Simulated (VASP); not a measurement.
Wanted: the native input for a VASP 6.6.1 run.

```yaml
Task: single point
Functional: r2SCAN
Potentials_or_basis: VASP PAW PBE potentials, release 64 (Zn, Se)
Cutoff: 520 eV
k_mesh: 8 × 8 × 8
Occupations: gaussian, width 0.01 eV
Spin: no spin polarisation
Dipole_correction: no
Further_INCAR_settings: ALGO = Normal; EDIFF = 1e-06; NBANDS = 16
```

Crystal: ZnSe.

```xyz
2
Lattice="2.8056 2.8056 0.0000 -2.8056 2.8056 0.0000 0.0000 2.8056 2.8056" Properties=species:S:1:pos:R:3 pbc="T T T"
Zn    0.0000    0.0000    0.0000
Se    1.4028    4.2083    1.4028
```

The input as run:

POSCAR

```
ZnSe
1.0
    2.8055586961      2.8055586961      0.0000000000
   -2.8055586961      2.8055586961      0.0000000000
    0.0000000000      2.8055586961      2.8055586961
Zn Se
1 1
Direct
    0.0000000000      0.0000000000      0.0000000000
    0.7500000000      0.2500000000      0.5000000000
```

INCAR.step1

```
SYSTEM = ZnSe
PREC = Accurate
ENCUT = 520
ISMEAR = 0
SIGMA = 0.01
LREAL = .False.
LASPH = .True.
NELM = 60
NBANDS = 16
GGA = PE
ALGO = Normal
EDIFF = 1E-4
LWAVE = .True.
LCHARG = .False.
```

INCAR.step2

```
SYSTEM = ZnSe
PREC = Accurate
ENCUT = 520
EDIFF = 1E-6
ISMEAR = 0
SIGMA = 0.01
LREAL = .False.
LASPH = .True.
NELM = 60
ALGO = Normal
ISIF = 2
LWAVE = .False.
LCHARG = .True.
METAGGA = R2SCAN
LMIXTAU = .True.
LELF = .True.
LVHAR = .True.
NBANDS = 16
ISTART = 1
```

KPOINTS

```
Automatic mesh
0
Gamma
  8 8 8
  0 0 0
```

Potentials or basis: VASP PAW PBE potentials, release 64 (Zn, Se).

Command:

```sh
$ cat potpaw_PBE.64/Zn/POTCAR potpaw_PBE.64/Se/POTCAR > POTCAR
$ cp INCAR.step1 INCAR
$ mpirun -np 1 vasp_std > vasp.out
$ cp INCAR.step2 INCAR
$ mpirun -np 1 vasp_std > vasp.out
```

It gave:

The pressure is 2.1 GPa and the band gap on the k mesh is 2.00 eV, direct.

Caveat: the PAW data sets were made with another functional, which shifts forces and pressure a little.

Wall time 85 s on 1 thread of Intel(R) Xeon(R) Platinum 8259CL CPU @ 2.50GHz (Skylake/Cascade Lake) (shared host), peak memory 0.18 GiB.
